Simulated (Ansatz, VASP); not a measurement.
CaO in VASP and in Ansatz

```xyz
2
Lattice="3.3005 0.0000 0.0000 -1.6502 2.8583 0.0000 0.0000 0.0000 2.9987" Properties=species:S:1:pos:R:3 pbc="T T T"
Ca    0.0000    0.0000    0.0000
O     0.0000    1.9055    1.4994
```

Change from the starting cell: species swapped into the TcRu type (P-6m2, No. 187).

Alike in both runs: functional PBE; k mesh 24 × 24 × 12; occupations gaussian, width 0.1 eV; collinear spin.

Ansatz relaxed the structure, and its values are those at the end. VASP's run is a single point on that final structure, the one shown.

|  | VASP | Ansatz |
| --- | --- | --- |
| version | VASP 6.6.1 | Ansatz 0.2.0 |
| potentials or method | VASP PAW PBE potentials, release 64 (Ca_sv, O), cutoff 520 eV | scalar-relativistic, plane waves, PAW |
| valence electrons in the cell | 16 | 16 |

VASP gave:

| Quantity | Value |
| --- | --- |
| gap on the k mesh at the Fermi level (eV) | 3.32 |
| least direct gap on the mesh (eV) | 3.32 |
| pressure (GPa) | 0.5 |
| net moment per atom (μB) | 0.00 |

Question: What did Ansatz give for the same quantities?

Answer: gap on the k mesh at the Fermi level (eV): 3.33; least direct gap on the mesh (eV): 3.33; pressure (GPa): 0.0; net moment per atom (μB): 0.00.

Ansatz's warnings: seeded moment not kept.
